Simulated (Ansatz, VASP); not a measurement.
BN: VASP beside Ansatz

Contents of INCAR:

```
PREC     = Accurate       # precision mode
ENCUT    = 520            # plane-wave cutoff, eV
EDIFF    = 1E-6           # SCF threshold, eV
ISMEAR   = 0              # smearing method
SIGMA    = 0.05           # smearing width, eV
LREAL    = F              # projectors in reciprocal space
LASPH    = T              # aspherical terms in the spheres
NELM     = 100            # most SCF steps
ALGO     = Normal         # electronic algorithm
ISIF     = 2              # what is computed and relaxed
LWAVE    = F              # write WAVECAR
LCHARG   = T              # write CHGCAR
LELF     = T              # ELF
LVHAR    = T            
NBANDS   = 16             # bands
```

KPOINTS

```
regular mesh
0
Gamma
  12 12 4
```

File POSCAR:

```
BN
1.0
    2.4077479466      0.0000000000      0.0000000000
   -1.2038739733      2.0851708877      0.0000000000
    0.0000000000      0.0000000000      6.4383180093
B N
2 2
Direct
    0.3333333333      0.6666666667      0.2500000000
    0.6666666667      0.3333333333      0.7500000000
    0.3333333333      0.6666666667      0.7500000000
    0.6666666667      0.3333333333      0.2500000000
```

Input for Ansatz:

```yaml
crystal:
  lattice:
    - [2.4077479466, 0.0, 0.0]
    - [-1.2038739733, 2.0851708877, 0.0]
    - [0.0, 0.0, 6.4383180093]
  atoms:
    - { symbol: B, position: [0.3333333333, 0.6666666667, 0.25] }
    - { symbol: B, position: [0.6666666667, 0.3333333333, 0.75] }
    - { symbol: "N", position: [0.3333333333, 0.6666666667, 0.75] }
    - { symbol: "N", position: [0.6666666667, 0.3333333333, 0.25] }
basis:
  ecutwfc: 520.0
kpoints:
  mp_grid: { grid: [12, 12, 4] }
hamiltonian:
  xc: lda
  pseudopotentials: { kind: paw, azcp: { folder: soft_1 } }
scf:
  occupations: { method: gaussian, width: 0.05 }
output:
  forces: true
  stress: true
  eigenvalues: true
```

Alike in both runs: task single point; functional LDA; k mesh 12 × 12 × 4; occupations gaussian, width 0.05 eV; no spin polarisation.

|  | VASP | Ansatz |
| --- | --- | --- |
| version | VASP 6.6.1 | Ansatz 0.2.0 |
| potentials or method | VASP PAW LDA potentials, release 64 (B, N), cutoff 520 eV | scalar-relativistic, plane waves, PAW |
| valence electrons in the cell | 16 | 16 |

Ansatz gave:

| Quantity | Value |
| --- | --- |
| gap on the k mesh at the Fermi level (eV) | 4.21 |
| least direct gap on the mesh (eV) | 4.70 |

Q: What did VASP give for the same quantities?

A: gap on the k mesh at the Fermi level (eV): 4.19; least direct gap on the mesh (eV): 4.69.

Ansatz warns that its potentials were made for another functional, while VASP's fit it. LDA's correlation is that of Perdew and Zunger in VASP and of Perdew and Wang (1992) in Ansatz.
